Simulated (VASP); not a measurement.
Write the native input for VASP 6.6.1 that does the following.

```yaml
Task: relaxation of shape and atoms at fixed volume
Functional: PBE
Potentials_or_basis: VASP PAW PBE potentials, release 64 (Cd, S)
Cutoff: 600 eV
k_mesh: 8 × 8 × 8
Occupations: gaussian, width 0.02 eV
Spin: no spin polarisation
Dipole_correction: no
Further_INCAR_settings: ALGO = Normal; EDIFF = 1e-06; IBRION = 2; EDIFFG = -0.01; NSW = 50; ISIF = 4
```

The structure of CdS lies in POSCAR:

```
CdS
1.0
    0.0000000000      3.7418564995      6.3449408267
    1.9200254164      0.0000000000      6.3449408267
    1.9200254164      3.7418564995      0.0000000000
Cd S
2 2
Direct
    0.5676016634      0.5676016634      0.9323983366
    0.3176016634      0.3176016634      0.6823983366
    0.6823983366      0.6823983366      0.3176016634
    0.9323983366      0.9323983366      0.5676016634
```

These files were run (other wordings do the same):

INCAR

```
ALGO     = Normal         # electronic algorithm
EDIFF    = 1E-6           # SCF threshold, eV
EDIFFG   = -0.01          # ionic threshold
ENCUT    = 600            # plane-wave cutoff, eV
GGA      = PE             # functional
IBRION   = 2              # ionic algorithm
ISIF     = 4              # what is computed and relaxed
ISMEAR   = 0              # smearing method
LASPH    = True           # aspherical terms in the spheres
LCHARG   = False          # write CHGCAR
LREAL    = False          # projectors in reciprocal space
LWAVE    = False          # write WAVECAR
NELM     = 60             # most SCF steps
NSW      = 50             # ionic steps
PREC     = Accurate       # precision mode
SIGMA    = 0.02           # smearing width, eV
```

KPOINTS

```
k-points
0
Gamma
  8 8 8
```

Potentials or basis: VASP PAW PBE potentials, release 64 (Cd, S).

Run with:

```sh
$ cat potpaw_PBE.64/Cd/POTCAR potpaw_PBE.64/S/POTCAR > POTCAR
$ mpirun -np 1 vasp_std > vasp.out
```

Results of the run:

- Energy gained by relaxing: 0.3 meV/atom
- Ionic steps: 8
- Pressure after relaxing: 2.2 GPa
- Largest force after relaxing: 0.005 eV/Å
- Band gap on the k mesh: 0.81 eV

Wall time 10 min on 1 thread of Intel(R) Xeon(R) 6975P-C (Granite Rapids), with other jobs on the host, peak memory 0.47 GiB.
